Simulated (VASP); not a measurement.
# Sn2TeO3 (P6/mmm) in VASP: a series of runs, part 2 of 2

VASP 6.6.1. The steps go on from the part before.

**4. Single point, PBE**

File INCAR:

```
SYSTEM = Sn2TeO3
PREC = Accurate
ENCUT = 520
EDIFF = 1E-6
ISMEAR = 0
SIGMA = 0.1
LREAL = .False.
LASPH = .True.
NELM = 100
ALGO = Normal
ISIF = 2
LWAVE = .False.
LCHARG = .True.
GGA = PE
LELF = .True.
LVHAR = .True.
NBANDS = 35
```

File KPOINTS:

```
Automatic mesh
0
Gamma
  6 6 12
  0 0 0
```

File POSCAR:

```
Sn2TeO3
1.0
    5.8882448260      0.0000000000      0.0000000000
   -2.9441224130      5.0993696030      0.0000000000
    0.0000000000      0.0000000000      3.1046911932
Sn Te O
2 1 3
Direct
    0.3333333333      0.6666666667      0.0000000000
    0.6666666667      0.3333333333      0.0000000000
    0.0000000000      0.0000000000      0.0000000000
    0.5000000000      0.0000000000      0.5000000000
    0.5000000000      0.5000000000      0.5000000000
    0.0000000000      0.5000000000      0.5000000000
```

Potentials or basis: VASP PAW PBE potentials, release 64 (Sn_d, Te, O).

On the command line:

```console
$ cat potpaw_PBE.64/Sn_d/POTCAR potpaw_PBE.64/Te/POTCAR potpaw_PBE.64/O/POTCAR > POTCAR
$ mpirun -np 1 vasp_std > vasp.out
```

OUTCAR:

```text
SYSTEM = Sn2TeO3
   PREC = Accurate
   ENCUT = 520
   EDIFF = 1E-6
   ISMEAR = 0
   LREAL = .False.
   LASPH = .True.
   NELM = 100
   ISIF = 2
   GGA = PE

 ion  position               nearest neighbor table
   1  0.333  0.667  0.000-   4 2.30   4 2.30   6 2.30   6 2.30   5 2.30   5 2.30   2 3.40   3 3.40
                             2 3.40   3 3.40   3 3.40   2 3.40
   2  0.667  0.333  0.000-   4 2.30   4 2.30   6 2.30   6 2.30   5 2.30   5 2.30   1 3.40   3 3.40
                             1 3.40   3 3.40   3 3.40   1 3.40
   3  0.000  0.000  0.000-   1 3.40   2 3.40   1 3.40   2 3.40   2 3.40   1 3.40
   4  0.500  0.000  0.500-   1 2.30   2 2.30   1 2.30   2 2.30
   5  0.500  0.500  0.500-   1 2.30   2 2.30   1 2.30   2 2.30
   6  0.000  0.500  0.500-   1 2.30   2 2.30   1 2.30   2 2.30

  LATTYP: Found a hexagonal cell.
 ALAT       =     5.8882448260
 C/A-ratio  =     0.5272693791

  Lattice vectors:

 A1 = (   5.8882448260,   0.0000000000,   0.0000000000)
 A2 = (  -2.9441224130,   5.0993696030,   0.0000000000)
 A3 = (   0.0000000000,   0.0000000000,   3.1046911932)

Analysis of symmetry for initial positions (statically):
=====================================================================
 Subroutine PRICEL returns:
 Original cell was already a primitive cell.

 Routine SETGRP: Setting up the symmetry group for a
 hexagonal supercell.

 Subroutine GETGRP returns: Found 24 space group operations
 (whereof 24 operations were pure point group operations)
 out of a pool of 24 trial point group operations.

The static configuration has the point symmetry D_6h.

Analysis of symmetry for dynamics (positions and initial velocities):
=====================================================================
 Subroutine PRICEL returns:
 Original cell was already a primitive cell.

 Routine SETGRP: Setting up the symmetry group for a
 hexagonal supercell.

 Subroutine GETGRP returns: Found 24 space group operations
 (whereof 24 operations were pure point group operations)
 out of a pool of 24 trial point group operations.

The dynamic configuration has the point symmetry D_6h.
[... 131 lines left out ...]
   LORBIT       =      0    0 simple, 1 ext, 2 COOP (PROOUT), +10 PAW based schemes
   GGA     = PE    functional components
   LHFCALC =     F    Hartree Fock is set to
   AEXX    =    0.0000 exact exchange contribution
   IVDW    =     0    specifies the selected vdW correction
   LEPSILON=     F    determine dielectric tensor
   LRPA    =     F    only Hartree local field effects (RPA)
 non-spin polarized calculation
 Gauss-broadening in eV      SIGMA  =   0.10
  energy-cutoff  :      520.00
  volume of cell :       93.22
 maximum number of plane-waves:      2529
 NGX is ok and might be reduce to    48
   NGX = 21   NGY = 21   NGZ = 11

 number of electron      51.9999992 magnetization

 Free energy of the ion-electron system (eV)
  ---------------------------------------------------
  ext. energy  EPLUGINS =         0.00000000
  ---------------------------------------------------
  free energy    TOTEN  =       -29.67462914 eV

  energy without entropy =      -29.65214689  energy(sigma->0) =      -29.66338801

 E-fermi :   7.8391     XC(G=0): -11.0800

 val. band max:        7.8217243857   @ k =   0.1667  -0.0000   0.1667
 cond. band min:       7.8523064268   @ k =   0.1667  -0.0000   0.0000
 fundamental gap:      0.0305820410
 Fermi energy:         7.8390698439

 k-point     1 :       0.0000    0.0000    0.0000
  band No.  band energies     occupation
      1     -14.1039      2.00000
      2     -14.0269      2.00000
      3     -13.9879      2.00000
      4     -13.9879      2.00000
      5     -13.8350      2.00000
      6     -13.8350      2.00000
[... 901 lines left out ...]
     34      15.8097      0.00000
     35      17.4024      0.00000

 [... further k-points ...]

------------------------ aborting loop because EDIFF is reached ----------------------------------------

  FORCE on cell =-STRESS in cart. coord.  units (eV):
  Direction    XX          YY          ZZ          XY          YZ          ZX
  --------------------------------------------------------------------------------------
  -------------------------------------------------------------------------------------
  Total        0.0366405      0.0366405      0.1340674     -0.0000000     -0.0000000      0.0000000
  in kB        0.6297246      0.6297246      2.3041622     -0.0000000     -0.0000000      0.0000000
  external PRESSURE =       1.1878705 kB  Pullay stress =       0.0000000 kB

 VOLUME and BASIS-vectors are now :
 -----------------------------------------------------------------------------
  energy-cutoff  :      520.00
  volume of cell :       93.22
      direct lattice vectors                 reciprocal lattice vectors
     5.888244826  0.000000000  0.000000000     0.169829895  0.098051336  0.000000000
    -2.944122413  5.099369603  0.000000000     0.000000000  0.196102671  0.000000000
     0.000000000  0.000000000  3.104691193     0.000000000  0.000000000  0.322093225

 POSITION                                       TOTAL-FORCE (eV/Angst)
 -----------------------------------------------------------------------------------
     -0.00000      3.39958      0.00000         0.000000     -0.000000     -0.000000
      2.94412      1.69979      0.00000        -0.000000      0.000000      0.000000
      0.00000      0.00000      0.00000         0.000000      0.000000      0.000000
      2.94412      0.00000      1.55235         0.000000      0.000000      0.000000
      1.47206      2.54968      1.55235         0.000000      0.000000      0.000000
     -1.47206      2.54968      1.55235         0.000000      0.000000      0.000000
 -----------------------------------------------------------------------------------
    total drift:                               -0.000000      0.000000     -0.000000

  FREE ENERGIE OF THE ION-ELECTRON SYSTEM (eV)
  ---------------------------------------------------
  free  energy   TOTEN  =       -29.6746291368 eV

  energy  without entropy=      -29.6521468920  energy(sigma->0) =      -29.66338801
```

stdout:

```text
POSCAR found type information on POSCAR SnTeO
 POSCAR found :  3 types and       6 ions
 scaLAPACK will be used
 LDA part: xc-table for (Slater+PW92), standard interpolation
 POSCAR, INCAR and KPOINTS ok, starting setup
 FFT: planning ... GRIDC
 FFT: planning ... GRID_SOFT
 FFT: planning ... GRID
 WAVECAR not read
 entering main loop
```

Run time: 2.3 min. Hardware: 1 thread of Intel Xeon Platinum 8488C (Sapphire Rapids), shared host; peak memory 0.31 GiB.

What came out:

| Property | Result |
| --- | --- |
| Free energy | -29.6746 eV |
| Pressure | 0.1 GPa |
| Band gap on the k mesh | zero (band 26 reaches 9.01 eV, above the bottom of band 27 at 6.57 eV) |

Levels at points of the mesh, in eV from the Fermi level:
```tsv
k point	band 23	band 24	band 25	band 26	band 27	band 28	band 29	band 30
(0.00, 0.00, 0.00)	-2.75	-2.00	0.22	0.22	1.83	1.83	2.86	4.24
(0.50, 0.00, 0.00)	-2.72	-2.32	-0.28	0.35	0.41	4.12	4.28	4.91
(0.00, 0.00, 0.50)	-2.39	-2.39	-1.68	-1.26	-1.26	2.57	2.89	5.91
(0.50, 0.00, 0.50)	-2.01	-1.78	-1.06	-0.38	0.16	1.27	4.11	4.58
```

Caveat: spin-orbit coupling is left out, which moves the levels of the heavy elements.

**5. Relaxation of cell and atoms, PBE**

This run uses another cell than the first one, of 17.18 Å³/atom, 1.104 times its volume.

File INCAR:

```
SYSTEM = Sn2TeO3
PREC     = Accurate       ! precision mode
ENCUT    = 600            ! plane-wave cutoff, eV
EDIFF    = 1E-6           ! SCF threshold, eV
ISMEAR   = 0              ! smearing method
SIGMA    = 0.1            ! smearing width, eV
LREAL    = .False.        ! projectors in reciprocal space
LASPH    = .True.         ! aspherical terms in the spheres
NELM     = 60             ! most SCF steps
ALGO     = Normal         ! electronic algorithm
ISIF     = 3              ! what is computed and relaxed
LWAVE    = .False.        ! write WAVECAR
LCHARG   = .False.        ! write CHGCAR
GGA      = PE             ! functional
IBRION   = 2              ! ionic algorithm
NSW      = 90             ! ionic steps
EDIFFG   = -0.04          ! ionic threshold
```

File KPOINTS:

```
regular mesh
0
Gamma
  3 3 6
  0 0 0
```

File POSCAR:

```
Sn2TeO3
1.0
    5.8999997800      0.0000000000      0.0000000000
   -2.9499998900      5.1095496900      0.0000000000
    0.0000000000      0.0000000000      3.4197566700
Sn Te O
2 1 3
Direct
    0.3333333300      0.6666666700      0.0000000000
    0.6666666700      0.3333333300      0.0000000000
    0.0000000000      0.0000000000      0.0000000000
    0.5000000000      0.0000000000      0.5000000000
    0.5000000000      0.5000000000      0.5000000000
    0.0000000000      0.5000000000      0.5000000000
```

Potentials or basis: VASP PAW PBE potentials, release 64 (Sn_d, Te, O).

On the command line:

```console
$ cat potpaw_PBE.64/Sn_d/POTCAR potpaw_PBE.64/Te/POTCAR potpaw_PBE.64/O/POTCAR > POTCAR
$ mpirun -np 1 vasp_std > vasp.out
```

OUTCAR:

```text
SYSTEM = Sn2TeO3
   PREC = Accurate
   ENCUT = 600
   EDIFF = 1E-6
   ISMEAR = 0
   LREAL = .False.
   LASPH = .True.
   NELM = 60
   ISIF = 3
   GGA = PE
   IBRION = 2
   NSW = 90
   EDIFFG = -0.04

 ion  position               nearest neighbor table
   1  0.333  0.667  0.000-   4 2.41   4 2.41   6 2.41   6 2.41   5 2.41   5 2.41   2 3.41   3 3.41
                             2 3.41   3 3.41   3 3.41   2 3.41
   2  0.667  0.333  0.000-   4 2.41   4 2.41   6 2.41   6 2.41   5 2.41   5 2.41   1 3.41   3 3.41
                             1 3.41   3 3.41   3 3.41   1 3.41
   3  0.000  0.000  0.000-   1 3.41   2 3.41   1 3.41   2 3.41   2 3.41   1 3.41
   4  0.500  0.000  0.500-   1 2.41   2 2.41   1 2.41   2 2.41
   5  0.500  0.500  0.500-   1 2.41   2 2.41   1 2.41   2 2.41
   6  0.000  0.500  0.500-   1 2.41   2 2.41   1 2.41   2 2.41
[... 189 lines left out ...]
  -------------------------------------------------------------------------------------
  Total       -1.9173168     -1.9173168    -15.8802054      0.0000000     -0.0000000      0.0000000
  in kB      -29.7971441    -29.7971441   -246.7952916      0.0000000     -0.0000000      0.0000000
  external PRESSURE =    -102.1298599 kB  Pullay stress =       0.0000000 kB
[... 107 lines left out ...]
--------------------------------------- Ionic step        4  -------------------------------------------

 number of electron      51.9999995 magnetization

 Free energy of the ion-electron system (eV)
  ---------------------------------------------------
  ext. energy  EPLUGINS =         0.00000000
  ---------------------------------------------------
  free energy    TOTEN  =       -29.79373857 eV

  energy without entropy =      -29.78529374  energy(sigma->0) =      -29.78951616

 E-fermi :   7.8789     XC(G=0): -11.0759

 val. band max:        7.6783193125   @ k =   0.3333   0.0000   0.1667
 cond. band min:       7.8925402873   @ k =   0.0000   0.0000   0.1667
 fundamental gap:      0.2142209748
 Fermi energy:         7.8788893232

 k-point     1 :       0.0000    0.0000    0.0000
  band No.  band energies     occupation
      1     -14.0504      2.00000
      2     -13.9743      2.00000
      3     -13.9241      2.00000
      4     -13.9241      2.00000
      5     -13.7681      2.00000
      6     -13.7681      2.00000
[... 430 lines left out ...]
  FREE ENERGIE OF THE ION-ELECTRON SYSTEM (eV)
  ---------------------------------------------------
  free  energy   TOTEN  =       -29.7937385708 eV

  energy  without entropy=      -29.7852937396  energy(sigma->0) =      -29.78951616

 reached required accuracy - stopping structural energy minimisation
```

Run time: 2.2 min. Hardware: 1 thread of Intel Xeon Platinum 8488C (Sapphire Rapids), shared host; peak memory 0.27 GiB.

What came out:

```yaml
Free_energy: -29.7937 eV
Relaxed_volume: 15.54 Å³/atom
Relaxed_cell: a = 5.899 Å, b = 5.899 Å, c = 3.093 Å, α = 90.00°, β = 90.00°, γ = 120.00°
Space_group_after_relaxing_to_0.05_Å: P6/mmm (No. 191)
Energy_gained_by_relaxing: 143.2 meV/atom
Ionic_steps: 4
Pressure_after_relaxing: 0.1 GPa
Band_gap_on_the_k_mesh: zero (band 26 reaches 9.03 eV, above the bottom of band 27 at 6.60 eV)
```

Step by step:
| step | energy change (eV) | largest force (eV/Å) | pressure (GPa) | volume (Å³) |
| --- | --- | --- | --- | --- |
| 1 | 0.0000 | 0.0000 | -10.21 | 103.09 |
| 2 | -0.6539 | 0.0000 | 9.79 | 87.18 |
| 3 | -0.8405 | 0.0000 | 1.53 | 91.66 |
| 4 | -0.8594 | 0.0000 | 0.08 | 93.23 |

Final structure:
```xyz
6
Lattice="5.8995 0.0000 0.0000 -2.9497 5.1091 0.0000 0.0000 0.0000 3.0933" Properties=species:S:1:pos:R:3 pbc="T T T"
Sn    0.0000    3.4061    3.0933
Sn    2.9497    1.7030    0.0000
Te   -2.9497    5.1091    0.0000
O     2.9497    0.0000    1.5466
O     1.4749    2.5545    1.5466
O    -1.4749    2.5545    1.5466
```

Caveat: the k points lie up to 0.41 Å⁻¹ apart in the final cell; spin-orbit coupling is left out, which moves the levels of the heavy elements.

**6. Overview**

| task | cell | k mesh | cutoff (eV) | gap on the mesh (eV) | pressure (GPa) |
| --- | --- | --- | --- | --- | --- |
| single point | a = 5.909, b = 5.909, c = 3.089 Å, angles 90.0, 90.0, 120.0°, 6 atoms | 3 × 3 × 6 | 520 | none | 0.1 |
| single point | a = 5.900, b = 5.900, c = 3.420 Å, angles 90.0, 90.0, 120.0°, 6 atoms | 3 × 3 × 6 | 520 | none | -10.2 |
| single point | a = 5.888, b = 5.888, c = 3.105 Å, angles 90.0, 90.0, 120.0°, 6 atoms | 6 × 6 × 12 | 520 | none | 0.1 |
| relaxation of cell and atoms | relaxed from a = 5.900, b = 5.900, c = 3.420 Å, angles 90.0, 90.0, 120.0°, 6 atoms | 3 × 3 × 6 | 600 | none | 0.1 |

Alike in all rows: level PBE; potentials or basis VASP PAW PBE potentials, release 64 (Sn_d, Te, O); no spin polarisation; smearing gaussian 0.1 eV.

Caveats: some runs use coarse meshes; spin-orbit coupling is left out, which moves the levels of the heavy elements.

Absolute energies hang on the potentials; compare differences alone.
